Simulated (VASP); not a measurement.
# AlNi in VASP: further runs

The runs below take AlNi through single point, with PBEsol.

Program: VASP 6.6.1. These are calculated values, not measurements. Logs are shortened: lines on timing, memory, paths and dates and some standing lists are left out, and cuts for length are marked.

## (1) The cell of the first run

The structure is cubic, space group Pm-3m (No. 221). Conventional cell: a = 2.862 Å, b = 2.862 Å, c = 2.862 Å, α = 90.00°, β = 90.00°, γ = 90.00°. Al (site symmetry m-3m) has 8 Ni at 2.48 Å and 6 Al at 2.86 Å within 3.3 Å. Within 3.3 Å of Ni (site symmetry m-3m) lie 8 Al at 2.48 Å and 6 Ni at 2.86 Å.

## (2) Single point, PBEsol

INCAR reads:

```
ALGO = Normal ; EDIFF = 1E-7
ENCUT = 520 ; GGA = PS
ISIF = 2 ; ISMEAR = 0
LASPH = T ; LCHARG = F
LREAL = F ; LWAVE = F
NBANDS = 14 ; NELM = 60
PREC = Accurate ; SIGMA = 0.15
```

KPOINTS reads:

```
k-points
0
Gamma
  16 16 16
```

POSCAR reads:

```
AlNi
1.0
    2.8618233745      0.0000000000      0.0000000000
    0.0000000000      2.8618233745      0.0000000000
    0.0000000000      0.0000000000      2.8618233745
Al Ni
1 1
Direct
    0.0000000000      0.0000000000      0.0000000000
    0.5000000000      0.5000000000      0.5000000000
```

Potentials or basis: VASP PAW PBE potentials, release 64 (Al, Ni).

On the command line:

```bash
$ cat potpaw_PBE.64/Al/POTCAR potpaw_PBE.64/Ni/POTCAR > POTCAR
$ mpirun -np 1 vasp_std > vasp.out
```

OUTCAR:

```text
EDIFF = 1E-7
   ENCUT = 520
   GGA = PS
   ISIF = 2
   ISMEAR = 0
   LASPH = T
   LREAL = F
   NELM = 60
   PREC = Accurate

 ion  position               nearest neighbor table
   1  0.000  0.000  0.000-   2 2.48   2 2.48   2 2.48   2 2.48   2 2.48   2 2.48   2 2.48   2 2.48

   2  0.500  0.500  0.500-   1 2.48   1 2.48   1 2.48   1 2.48   1 2.48   1 2.48   1 2.48   1 2.48

  LATTYP: Found a simple cubic cell.
 ALAT       =     2.8618233745

  Lattice vectors:

 A1 = (   2.8618233745,   0.0000000000,   0.0000000000)
 A2 = (   0.0000000000,   2.8618233745,   0.0000000000)
 A3 = (   0.0000000000,   0.0000000000,   2.8618233745)

Analysis of symmetry for initial positions (statically):
=====================================================================
 Subroutine PRICEL returns:
 Original cell was already a primitive cell.

 Routine SETGRP: Setting up the symmetry group for a
 simple cubic supercell.

 Subroutine GETGRP returns: Found 48 space group operations
 (whereof 48 operations were pure point group operations)
 out of a pool of 48 trial point group operations.

The static configuration has the point symmetry O_h .

Analysis of symmetry for dynamics (positions and initial velocities):
=====================================================================
 Subroutine PRICEL returns:
 Original cell was already a primitive cell.

 Routine SETGRP: Setting up the symmetry group for a
 simple cubic supercell.

 Subroutine GETGRP returns: Found 48 space group operations
 (whereof 48 operations were pure point group operations)
 out of a pool of 48 trial point group operations.

The dynamic configuration has the point symmetry O_h .

 Subroutine INISYM returns: Found 48 space group operations
 (whereof 48 operations are pure point group operations),
 and found     1 'primitive' translations

----------------------------------------------------------------------------------------

                                     Primitive cell

  volume of cell :      23.4384

  direct lattice vectors                    reciprocal lattice vectors
     2.861823375  0.000000000  0.000000000     0.349427574  0.000000000  0.000000000
     0.000000000  2.861823375  0.000000000     0.000000000  0.349427574  0.000000000
     0.000000000  0.000000000  2.861823375     0.000000000  0.000000000  0.349427574

  length of vectors
     2.861823375  2.861823375  2.861823375     0.349427574  0.349427574  0.349427574

  position of ions in fractional coordinates (direct lattice)
     0.000000000  0.000000000  0.000000000
     0.500000000  0.500000000  0.500000000

  ion indices of the primitive-cell ions
   primitive index   ion index
                 1           1
                 2           2

----------------------------------------------------------------------------------------

 KPOINTS: k-points

Automatic generation of k-mesh.
 Grid dimensions read from file:
 generate k-points for:   16   16   16

 Generating k-lattice:

  Cartesian coordinates                     Fractional coordinates (reciprocal lattice)
     0.021839223  0.000000000  0.000000000     0.062500000  0.000000000  0.000000000
     0.000000000  0.021839223  0.000000000     0.000000000  0.062500000  0.000000000
     0.000000000  0.000000000  0.021839223     0.000000000  0.000000000  0.062500000

  Length of vectors
     0.021839223  0.021839223  0.021839223

  Shift w.r.t. Gamma in fractional coordinates (k-lattice)
     0.000000000  0.000000000  0.000000000

 Subroutine IBZKPT returns following result:
 ===========================================

 Found    165 irreducible k-points:

 Following reciprocal coordinates:
            Coordinates               Weight
  0.000000  0.000000  0.000000      1.000000
  0.062500  0.000000  0.000000      6.000000
  0.125000  0.000000  0.000000      6.000000
  0.187500  0.000000  0.000000      6.000000
  0.250000  0.000000  0.000000      6.000000
  0.312500  0.000000  0.000000      6.000000
[... 16 lines left out ...]
  0.437500  0.125000  0.000000     24.000000
  0.500000  0.125000  0.000000     12.000000
 [... further k-points ...]
   k-points           NKPTS =    165   k-points in BZ     NKDIM =    165   number of bands    NBANDS=     14
   number of dos      NEDOS =    301   number of ions     NIONS =      2
   total plane-waves  NPLWV =  13824
   dimension x,y,z NGX =    24 NGY =   24 NGZ =   24
   dimension x,y,z NGXF=    48 NGYF=   48 NGZF=   48
   ions per type =               1   1
   NGX,Y,Z   is equivalent  to a cutoff of  13.94, 13.94, 13.94 a.u.
   NGXF,Y,Z  is equivalent  to a cutoff of  27.88, 27.88, 27.88 a.u.
 SYSTEM =  unknown system
   PREC   = accura    normal or accurate (medium, high low for compatibility)
   ISTART =      0    job   : 0-new  1-cont  2-samecut
   ICHARG =      2    charge: 1-file 2-atom 10-const
   ISPIN  =      1    spin polarized calculation?
   LNONCOLLINEAR =      F non collinear calculations
   LSORBIT =      F    spin-orbit coupling
   LASPH  =      T    aspherical Exc in radial PAW
   ENCUT  =  520.0 eV  38.22 Ry    6.18 a.u.   5.32  5.32  5.32*2*pi/ulx,y,z
   NELM   =     60;   NELMIN=  2; NELMDL= -5     # of ELM steps
   EDIFF  = 0.1E-06   stopping-criterion for ELM
   LREAL  =      F    real-space projection
   EDIFFG = 0.1E-05   stopping-criterion for IOM
   NSW    =      0    number of steps for IOM
   IBRION =     -1    ionic relax: 0-MD 1-quasi-New 2-CG
   NFREE  =      0    steps in history (QN), initial steepest desc. (CG)
   ISIF   =      2    stress and relaxation
   ISYM   =      2    0-nonsym 1-usesym 2-fastsym
   POTIM  = 0.5000    time-step for ionic-motion
   TEBEG  =    0.0;   TEEND  =   0.0 temperature during run
   PSTRESS=    0.0 pullay stress
   NELECT =      13.0000    total number of electrons
   NUPDOWN=      -1.0000    fix difference up-down
   EMIN   =  10.00;   EMAX   =-10.00  energy-range for DOS
   EFERMI =   0.00;   METHOD = LEGACY
   ISMEAR =     0;   SIGMA  =   0.15  broadening in eV -4-tet -1-fermi 0-gaus
   EFERMI_NEDOS =   21; number of points for ismear=-14 and -15
   IALGO  =     38    algorithm
   IMIX   =      4    mixing-type and parameters
     AMIX     =   0.40;   BMIX     =  1.00
     AMIX_MAG =   1.60;   BMIX_MAG =  1.00
  volume/ion in A,a.u.               =      11.72        79.09
  Fermi-wavevector in a.u.,A,eV,Ry     =   1.345075  2.541823 24.616019  1.809226
  Thomas-Fermi vector in A             =   2.473017
   LORBIT       =      0    0 simple, 1 ext, 2 COOP (PROOUT), +10 PAW based schemes
   GGA     = PS    functional components
   LHFCALC =     F    Hartree Fock is set to
   AEXX    =    0.0000 exact exchange contribution
   IVDW    =     0    specifies the selected vdW correction
   LEPSILON=     F    determine dielectric tensor
   LRPA    =     F    only Hartree local field effects (RPA)
 non-spin polarized calculation
 Gauss-broadening in eV      SIGMA  =   0.15
  energy-cutoff  :      520.00
  volume of cell :       23.44
 maximum number of plane-waves:       655
 NGX is ok and might be reduce to    24
   NGX = 11   NGY = 11   NGZ = 11

 number of electron      13.0000011 magnetization

 Free energy of the ion-electron system (eV)
  ---------------------------------------------------
  ext. energy  EPLUGINS =         0.00000000
  ---------------------------------------------------
  free energy    TOTEN  =       -11.59128896 eV

  energy without entropy =      -11.58279248  energy(sigma->0) =      -11.58704072

 E-fermi :  10.1664     XC(G=0): -12.2636

 val. band max:       10.1657428475   @ k =   0.4375   0.4375   0.2500
 cond. band min:      10.1707622164   @ k =   0.3750   0.3125   0.1250
 fundamental gap:      0.0050193690
 Fermi energy:        10.1664234111

 k-point     1 :       0.0000    0.0000    0.0000
  band No.  band energies     occupation
      1      -1.1150      2.00000
      2       6.8306      2.00000
      3       6.8306      2.00000
      4       8.5814      2.00000
      5       8.5814      2.00000
      6       8.5814      2.00000
      7      15.7451      0.00000
      8      15.7451      0.00000
      9      15.7451      0.00000
     10      18.3746      0.00000
     11      18.3746      0.00000
     12      24.2536      0.00000
     13      31.2969      0.00000
     14      31.2969      0.00000

 k-point     2 :       0.0625    0.0000    0.0000
  band No.  band energies     occupation
      1      -1.0420      2.00000
      2       6.8260      2.00000
      3       6.8482      2.00000
      4       8.5490      2.00000
      5       8.5490      2.00000
      6       8.5849      2.00000
      7      14.9442      0.00000
      8      15.8418      0.00000
      9      15.8418      0.00000
     10      18.3778      0.00000
     11      19.1061      0.00000
     12      24.5040      0.00000
     13      30.4280      0.00000
     14      30.4280      0.00000

 k-point     3 :       0.1250    0.0000    0.0000
  band No.  band energies     occupation
      1      -0.8238      2.00000
      2       6.7982      2.00000
      3       6.8985      2.00000
      4       8.4594      2.00000
      5       8.4594      2.00000
      6       8.5947      2.00000
      7      13.5482      0.00000
      8      16.1244      0.00000
      9      16.1244      0.00000
     10      18.3871      0.00000
     11      20.2606      0.00000
     12      25.2966      0.00000
     13      28.9242      0.00000
     14      28.9242      0.00000
[... 324 lines left out ...]
 k-point    23 :       0.4375    0.1250    0.0000
  band No.  band energies     occupation
      1       2.5256      2.00000
      2       4.4151      2.00000
      3       7.3510      2.00000
      4       7.8111      2.00000
      5       7.9057      2.00000
      6       8.5656      2.00000
      7       9.5716      2.00000
      8      16.7328      0.00000
      9      18.5931      0.00000
     10      19.9627      0.00000
     11      21.6247      0.00000
     12      22.2144      0.00000
     13      25.5617      0.00000
     14      26.4913      0.00000

 k-point    24 :       0.5000    0.1250    0.0000
  band No.  band energies     occupation
      1       3.3556      2.00000
      2       3.5526      2.00000
      3       7.3814      2.00000
      4       7.7877      2.00000
      5       7.8823      2.00000
      6       8.5696      2.00000
      7       9.5005      2.00000
      8      17.1903      0.00000
      9      18.1446      0.00000
     10      20.6999      0.00000
     11      21.3836      0.00000
     12      21.5642      0.00000
     13      25.7492      0.00000
     14      26.3958      0.00000

 [... further k-points ...]

------------------------ aborting loop because EDIFF is reached ----------------------------------------

  FORCE on cell =-STRESS in cart. coord.  units (eV):
  Direction    XX          YY          ZZ          XY          YZ          ZX
  --------------------------------------------------------------------------------------
  -------------------------------------------------------------------------------------
  Total        0.0295719      0.0295719      0.0295719     -0.0000000      0.0000000     -0.0000000
  in kB        2.0214404      2.0214404      2.0214404     -0.0000000      0.0000000     -0.0000000
  external PRESSURE =       2.0214404 kB  Pullay stress =       0.0000000 kB

 VOLUME and BASIS-vectors are now :
 -----------------------------------------------------------------------------
  energy-cutoff  :      520.00
  volume of cell :       23.44
      direct lattice vectors                 reciprocal lattice vectors
     2.861823375  0.000000000  0.000000000     0.349427574  0.000000000  0.000000000
     0.000000000  2.861823375  0.000000000     0.000000000  0.349427574  0.000000000
     0.000000000  0.000000000  2.861823375     0.000000000  0.000000000  0.349427574

 POSITION                                       TOTAL-FORCE (eV/Angst)
 -----------------------------------------------------------------------------------
      0.00000      0.00000      0.00000         0.000000      0.000000      0.000000
      1.43091      1.43091      1.43091         0.000000      0.000000      0.000000
 -----------------------------------------------------------------------------------
    total drift:                                0.000000      0.000000     -0.000000

  FREE ENERGIE OF THE ION-ELECTRON SYSTEM (eV)
  ---------------------------------------------------
  free  energy   TOTEN  =       -11.5912889568 eV

  energy  without entropy=      -11.5827924756  energy(sigma->0) =      -11.58704072
```

Run time: 16 s. Hardware: 1 thread of Intel Xeon 6975P-C (Granite Rapids), shared host; peak memory 0.18 GiB.

Results:

* Free energy: -11.5913 eV
* Pressure: 0.2 GPa
* Band gap on the k mesh: zero (an odd number of electrons rules out a gap without spin polarisation)

Levels at points of the mesh, in eV from the Fermi level:
```tsv
k point	band 5	band 6	band 7	band 8	band 9	band 10
(0.00, 0.00, 0.00)	-1.59	-1.59	5.58	5.58	5.58	8.21
(0.50, 0.00, 0.00)	-2.31	-1.49	-0.66	8.32	10.09	10.09
(0.50, 0.50, 0.00)	-2.14	-2.14	-1.04	1.49	2.59	12.51
(0.50, 0.50, 0.50)	-1.01	1.96	1.96	1.96	3.90	4.56
```

Caveat: the PAW data sets were made with another functional, which shifts forces and pressure a little.

(Continued in part 2 of 2.)

The gap in the log of VASP goes by the Fermi energy; the results here count the filled bands.